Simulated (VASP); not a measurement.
# Cu (Im-3m) in VASP: a series of runs

Runs on Cu. Level: PBE. Tasks: relaxation of cell and atoms.

Everything below comes from runs of VASP 6.6.1. Logs are shortened: lines on timing, memory, paths and dates and some standing lists are left out, and cuts for length are marked.

## 1. The cell of the first run

Symmetry: Im-3m, No. 229, cubic system. Conventional cell: a = 2.663 Å, b = 2.663 Å, c = 2.663 Å, α = 90.00°, β = 90.00°, γ = 90.00°. Within 3.0 Å of Cu (site symmetry m-3m) lie 14 Cu at 2.31 to 2.66 Å.

This isn't the form of Cu at room conditions, which is fcc.

## 2. Relaxation of cell and atoms, PBE, target pressure 60 GPa, at which the enthalpy is minimised

Input file INCAR:

```
SYSTEM = Cu
  PREC = Accurate
  ENCUT = 600
  EDIFF = 1E-6
  ISMEAR = -1
  SIGMA = 0.05
  LREAL = .False.
  LASPH = .True.
  NELM = 80
  ALGO = Normal
  ISIF = 3
  LWAVE = .False.
  LCHARG = .False.
  GGA = PE
  IBRION = 2
  NSW = 60
  EDIFFG = -0.005
  PSTRESS = 600.0
```

Input file KPOINTS:

```
Automatic mesh
0
Gamma
  20 20 20
  0 0 0
```

Input file POSCAR:

```
Cu
1.0
   -1.3314095520      1.3314095520      1.3314095520
    1.3314095520     -1.3314095520      1.3314095520
    1.3314095520      1.3314095520     -1.3314095520
Cu
1
Direct
    0.0000000000      0.0000000000      0.0000000000
```

Potentials or basis: VASP PAW PBE potentials, release 64 (Cu).

Started as:

```sh
> cat potpaw_PBE.64/Cu/POTCAR > POTCAR
> mpirun -np 1 vasp_std > vasp.out
```

OUTCAR:

```text
SYSTEM = Cu
   PREC = Accurate
   ENCUT = 600
   EDIFF = 1E-6
   ISMEAR = -1
   LREAL = .False.
   LASPH = .True.
   NELM = 80
   ISIF = 3
   GGA = PE
   IBRION = 2
   NSW = 60
   EDIFFG = -0.005
   PSTRESS = 600.0

 ion  position               nearest neighbor table
   1  0.000  0.000  0.000-

  LATTYP: Found a body centered cubic cell.
 ALAT       =     2.6628191040

  Lattice vectors:

 A1 = (  -1.3314095520,   1.3314095520,   1.3314095520)
 A2 = (   1.3314095520,  -1.3314095520,   1.3314095520)
 A3 = (   1.3314095520,   1.3314095520,  -1.3314095520)

Analysis of symmetry for initial positions (statically):
=====================================================================
 Subroutine PRICEL returns:
 Original cell was already a primitive cell.

 Routine SETGRP: Setting up the symmetry group for a
 body centered cubic supercell.

 Subroutine GETGRP returns: Found 48 space group operations
 (whereof 48 operations were pure point group operations)
 out of a pool of 48 trial point group operations.

The static configuration has the point symmetry O_h .

Analysis of symmetry for dynamics (positions and initial velocities):
=====================================================================
 Subroutine PRICEL returns:
 Original cell was already a primitive cell.

 Routine SETGRP: Setting up the symmetry group for a
 body centered cubic supercell.

 Subroutine GETGRP returns: Found 48 space group operations
 (whereof 48 operations were pure point group operations)
 out of a pool of 48 trial point group operations.

The dynamic configuration has the point symmetry O_h .

 Subroutine INISYM returns: Found 48 space group operations
 (whereof 48 operations are pure point group operations),
 and found     1 'primitive' translations

----------------------------------------------------------------------------------------

                                     Primitive cell

  volume of cell :       9.4405

  direct lattice vectors                    reciprocal lattice vectors
    -1.331409552  1.331409552  1.331409552     0.000000000  0.375541845  0.375541845
     1.331409552 -1.331409552  1.331409552     0.375541845  0.000000000  0.375541845
     1.331409552  1.331409552 -1.331409552     0.375541845  0.375541845  0.000000000

  length of vectors
     2.306068990  2.306068990  2.306068990     0.531096371  0.531096371  0.531096371

  position of ions in fractional coordinates (direct lattice)
[... 91 lines left out ...]
   EFERMI =   0.00;   METHOD = LEGACY
   ISMEAR =    -1;   SIGMA  =   0.05  broadening in eV -4-tet -1-fermi 0-gaus
   EFERMI_NEDOS =   21; number of points for ismear=-14 and -15
   IALGO  =     38    algorithm
   IMIX   =      4    mixing-type and parameters
     AMIX     =   0.40;   BMIX     =  1.00
     AMIX_MAG =   1.60;   BMIX_MAG =  1.00
  volume/ion in A,a.u.               =       9.44        63.71
  Fermi-wavevector in a.u.,A,eV,Ry     =   1.722691  3.255414 40.377526  2.967664
  Thomas-Fermi vector in A             =   2.798708
   LORBIT       =      0    0 simple, 1 ext, 2 COOP (PROOUT), +10 PAW based schemes
   GGA     = PE    functional components
   LHFCALC =     F    Hartree Fock is set to
   AEXX    =    0.0000 exact exchange contribution
   IVDW    =     0    specifies the selected vdW correction
   LEPSILON=     F    determine dielectric tensor
   LRPA    =     F    only Hartree local field effects (RPA)
 conjugate gradient relaxation of ions
 non-spin polarized calculation
  energy-cutoff  :      600.00
  volume of cell :        9.44
 maximum number of plane-waves:       329
   NGX =  9   NGY =  9   NGZ =  9

--------------------------------------- Ionic step        1  -------------------------------------------

 number of electron      11.0000006 magnetization

 Free energy of the ion-electron system (eV)
  ---------------------------------------------------
  ext. energy  EPLUGINS =         0.00000000
  ---------------------------------------------------
  free energy    TOTEN  =        -3.29769690 eV

  energy without entropy =       -3.29499869  energy(sigma->0) =       -3.29634779

------------------------ aborting loop because EDIFF is reached ----------------------------------------

  FORCE on cell =-STRESS in cart. coord.  units (eV):
  Direction    XX          YY          ZZ          XY          YZ          ZX
  --------------------------------------------------------------------------------------
  -------------------------------------------------------------------------------------
  Total        3.6178753      3.6178753      3.6178753      0.0000000     -0.0000000     -0.0000000
  in kB      614.0011358    614.0011358    614.0011358      0.0000000     -0.0000000     -0.0000000
  external PRESSURE =      14.0011358 kB  Pullay stress =     600.0000000 kB
[... 172 lines left out ...]
--------------------------------------- Ionic step        6  -------------------------------------------

 number of electron      11.0000004 magnetization

 Free energy of the ion-electron system (eV)
  ---------------------------------------------------
  ext. energy  EPLUGINS =         0.00000000
  ---------------------------------------------------
  free energy    TOTEN  =        -3.30967599 eV

  energy without entropy =       -3.30695520  energy(sigma->0) =       -3.30831560

 E-fermi :  10.7390     XC(G=0): -14.0629

 val. band max:       10.7187954325   @ k =  -0.3500   0.3500   0.2500
 cond. band min:      10.7444721586   @ k =   0.3000   0.1000   0.1000
 fundamental gap:      0.0256767261
 Fermi energy:        10.7389993101

 k-point     1 :       0.0000    0.0000    0.0000
  band No.  band energies     occupation
      1      -0.4963      2.00000
      2       6.7544      2.00000
      3       6.7544      2.00000
      4       6.7544      2.00000
      5       8.1494      2.00000
      6       8.1494      2.00000
      7      37.8499      0.00000
      8      37.8499      0.00000
      9      37.8499      0.00000
[... 265 lines left out ...]
 k-point    24 :       0.2500    0.1000    0.0000
  band No.  band energies     occupation
      1       3.2183      2.00000
      2       6.0982      2.00000
      3       6.4960      2.00000
      4       7.9056      2.00000
      5       8.2933      2.00000
      6       8.6001      2.00000
      7      23.8184      0.00000
      8      29.1887      0.00000
      9      32.8967      0.00000

 [... further k-points ...]

------------------------ aborting loop because EDIFF is reached ----------------------------------------

  FORCE on cell =-STRESS in cart. coord.  units (eV):
  Direction    XX          YY          ZZ          XY          YZ          ZX
  --------------------------------------------------------------------------------------
  -------------------------------------------------------------------------------------
  Total        3.5473573      3.5473573      3.5473573     -0.0000000      0.0000000     -0.0000000
  in kB      600.0242754    600.0242754    600.0242754     -0.0000000      0.0000000     -0.0000000
  external PRESSURE =       0.0242754 kB  Pullay stress =     600.0000000 kB
[... 20 lines left out ...]
  energy  without entropy=       -3.3069552034  energy(sigma->0) =       -3.30831560

  enthalpy is  TOTEN    =         0.2375377709 eV   P V=        3.5472137622

 reached required accuracy - stopping structural energy minimisation
```

CONTCAR:

```text
Cu
   1.00000000000000
    -1.3328938592423596    1.3328938592423596    1.3328938592423596
     1.3328938592423596   -1.3328938592423596    1.3328938592423596
     1.3328938592423596    1.3328938592423596   -1.3328938592423596
  Cu
     1
Direct
     0.0000000000000000    0.0000000000000000    0.0000000000000000

  0.00000000E+00  0.00000000E+00  0.00000000E+00
```

It took 90 s on 1 thread of Intel Xeon 8259CL, shared host; peak memory 0.14 GiB.

Results:

```
Free energy                                                : -3.3097 eV
Relaxed volume                                             : 9.47 Å³/atom
Relaxed cell                                               : a = 2.309 Å, b = 2.309 Å, c = 2.309 Å, α = 109.47°, β = 109.47°, γ = 109.47°
Space group after relaxing (to 0.1 Å)                      : Im-3m (No. 229)
Energy change on relaxing (the run minimises the enthalpy) : -12.0 meV/atom
Ionic steps                                                : 6
Pressure after relaxing                                    : 60.0 GPa
Band gap on the k mesh                                     : zero (an odd number of electrons rules out a gap without spin polarisation)
```

The path:
| step | energy change (eV) | largest force (eV/Å) | pressure (GPa) | volume (Å³) |
| --- | --- | --- | --- | --- |
| 1 | 0.0000 | 0.0000 | 61.40 | 9.44 |
| 2 | -0.0417 | 0.0000 | 56.68 | 9.55 |
| 3 | -0.0125 | 0.0000 | 59.77 | 9.47 |
| 4 | -0.0107 | 0.0000 | 60.18 | 9.47 |
| 5 | -0.0115 | 0.0000 | 60.14 | 9.47 |
| 6 | -0.0120 | 0.0000 | 60.00 | 9.47 |

Final structure:
```
Cu
1.0
    -1.33289    1.33289    1.33289
     1.33289   -1.33289    1.33289
     1.33289    1.33289   -1.33289
Cu
1
Cartesian
  0.0000 0.0000 0.0000
```

Levels at points of the mesh, in eV from the Fermi level:
```
           k point  band 3  band 4  band 5  band 6  band 7  band 8
(0.00, 0.00, 0.00)   -3.98   -3.98   -2.59   -2.59   27.11   27.11
(0.50, 0.00, 0.00)   -2.63   -2.42   -1.55   -1.26    5.63   19.25
(0.50, 0.50, 0.50)   -1.79   -1.79   -1.79    9.21    9.21    9.21
```

Caveat: the cell is relaxed towards a set pressure, so the run minimises the enthalpy, not the energy.

## 3. Relaxation of cell and atoms, PBE, target pressure 60 GPa, at which the enthalpy is minimised

Input file INCAR:

```
SYSTEM = Cu
PREC     = Accurate       ! precision mode
ENCUT    = 600            ! plane-wave cutoff, eV
EDIFF    = 1E-6           ! SCF threshold, eV
ISMEAR   = -1             ! smearing method
SIGMA    = 0.05           ! smearing width, eV
LREAL    = .FALSE.        ! projectors in reciprocal space
LASPH    = .TRUE.         ! aspherical terms in the spheres
NELM     = 60             ! most SCF steps
ALGO     = Normal         ! electronic algorithm
ISIF     = 3              ! what is computed and relaxed
LWAVE    = .FALSE.        ! write WAVECAR
LCHARG   = .FALSE.        ! write CHGCAR
GGA      = PE             ! functional
IBRION   = 2              ! ionic algorithm
NSW      = 32             ! ionic steps
EDIFFG   = -0.005         ! ionic threshold
PSTRESS  = 600.0
```

Input file KPOINTS:

```
regular mesh
0
G
  20 20 20
  0 0 0
```

Input file POSCAR:

```
Cu
1.0
   -1.3321993000      1.3321993000      1.3321993000
    1.3321993000     -1.3321993000      1.3321993000
    1.3321993000      1.3321993000     -1.3321993000
Cu
1
Direct
    0.0000000000      0.0000000000      0.0000000000
```

Potentials or basis: VASP PAW PBE potentials, release 64 (Cu).

Started as:

```sh
> cat potpaw_PBE.64/Cu/POTCAR > POTCAR
> mpirun -np 1 vasp_std > vasp.out
```

OUTCAR:

```text
SYSTEM = Cu
   PREC = Accurate
   ENCUT = 600
   EDIFF = 1E-6
   ISMEAR = -1
   LREAL = .FALSE.
   LASPH = .TRUE.
   NELM = 60
   ISIF = 3
   GGA = PE
   IBRION = 2
   NSW = 32
   EDIFFG = -0.005
   PSTRESS = 600.0

 ion  position               nearest neighbor table
   1  0.000  0.000  0.000-

  LATTYP: Found a body centered cubic cell.
 ALAT       =     2.6643986000

  Lattice vectors:

 A1 = (  -1.3321993000,   1.3321993000,   1.3321993000)
 A2 = (   1.3321993000,  -1.3321993000,   1.3321993000)
 A3 = (   1.3321993000,   1.3321993000,  -1.3321993000)

Analysis of symmetry for initial positions (statically):
=====================================================================
 Subroutine PRICEL returns:
 Original cell was already a primitive cell.

 Routine SETGRP: Setting up the symmetry group for a
 body centered cubic supercell.

 Subroutine GETGRP returns: Found 48 space group operations
 (whereof 48 operations were pure point group operations)
 out of a pool of 48 trial point group operations.

The static configuration has the point symmetry O_h .

Analysis of symmetry for dynamics (positions and initial velocities):
[... 166 lines left out ...]
  in kB      606.8065040    606.8065040    606.8065040     -0.0000000     -0.0000000      0.0000000
  external PRESSURE =       6.8065040 kB  Pullay stress =     600.0000000 kB
[... 61 lines left out ...]
--------------------------------------- Ionic step        3  -------------------------------------------

 number of electron      11.0000004 magnetization

 Free energy of the ion-electron system (eV)
  ---------------------------------------------------
  ext. energy  EPLUGINS =         0.00000000
  ---------------------------------------------------
  free energy    TOTEN  =        -3.30943237 eV

  energy without entropy =       -3.30671205  energy(sigma->0) =       -3.30807221

 E-fermi :  10.7399     XC(G=0): -14.0635

 val. band max:       10.7197197395   @ k =  -0.3500   0.3500   0.2500
 cond. band min:      10.7454194367   @ k =   0.3000   0.1000   0.1000
 fundamental gap:      0.0256996972
 Fermi energy:        10.7399318997

 k-point     1 :       0.0000    0.0000    0.0000
  band No.  band energies     occupation
      1      -0.4961      2.00000
      2       6.7551      2.00000
      3       6.7551      2.00000
      4       6.7551      2.00000
      5       8.1502      2.00000
      6       8.1502      2.00000
      7      37.8516      0.00000
      8      37.8516      0.00000
      9      37.8516      0.00000
[... 265 lines left out ...]
 k-point    24 :       0.2500    0.1000    0.0000
  band No.  band energies     occupation
      1       3.2188      2.00000
      2       6.0988      2.00000
      3       6.4966      2.00000
      4       7.9063      2.00000
      5       8.2941      2.00000
      6       8.6009      2.00000
      7      23.8199      0.00000
      8      29.1904      0.00000
      9      32.8986      0.00000

 [... further k-points ...]

------------------------ aborting loop because EDIFF is reached ----------------------------------------

  FORCE on cell =-STRESS in cart. coord.  units (eV):
  Direction    XX          YY          ZZ          XY          YZ          ZX
  --------------------------------------------------------------------------------------
  -------------------------------------------------------------------------------------
  Total        3.5446804      3.5446804      3.5446804     -0.0000000      0.0000000      0.0000000
  in kB      599.6135630    599.6135630    599.6135630     -0.0000000      0.0000000      0.0000000
  external PRESSURE =      -0.3864370 kB  Pullay stress =     600.0000000 kB
[... 20 lines left out ...]
  energy  without entropy=       -3.3067120516  energy(sigma->0) =       -3.30807221

  enthalpy is  TOTEN    =         0.2375325058 eV   P V=        3.5469648722

 reached required accuracy - stopping structural energy minimisation
```

Run time: 62 s. Hardware: 1 thread of Intel Xeon 8259CL, shared host; peak memory 0.15 GiB.

Results:

```yaml
Free_energy: -3.3094 eV
Relaxed_volume: 9.47 Å³/atom
Relaxed_cell: a = 2.309 Å, b = 2.309 Å, c = 2.309 Å, α = 109.47°, β = 109.47°, γ = 109.47°
Space_group_after_relaxing_to_0.1_Å: Im-3m (No. 229)
Energy_change_on_relaxing_the_run_minimises_the_enthalpy: -5.3 meV/atom
Ionic_steps: 3
Pressure_after_relaxing: 60.0 GPa
Band_gap_on_the_k_mesh: zero (an odd number of electrons rules out a gap without spin polarisation)
```

The path:
```csv
step,energy change (eV),largest force (eV/Å),pressure (GPa),volume (Å³)
1,0.0000,0.0000,60.68,9.46
2,-0.0205,0.0000,58.60,9.51
3,-0.0053,0.0000,59.96,9.47
```

Final structure:
```xyz
1
Lattice="-1.3329 1.3329 1.3329 1.3329 -1.3329 1.3329 1.3329 1.3329 -1.3329" Properties=species:S:1:pos:R:3 pbc="T T T"
Cu    0.0000    0.0000    0.0000
```

Caveat: the cell is relaxed towards a set pressure, so the run minimises the enthalpy, not the energy.
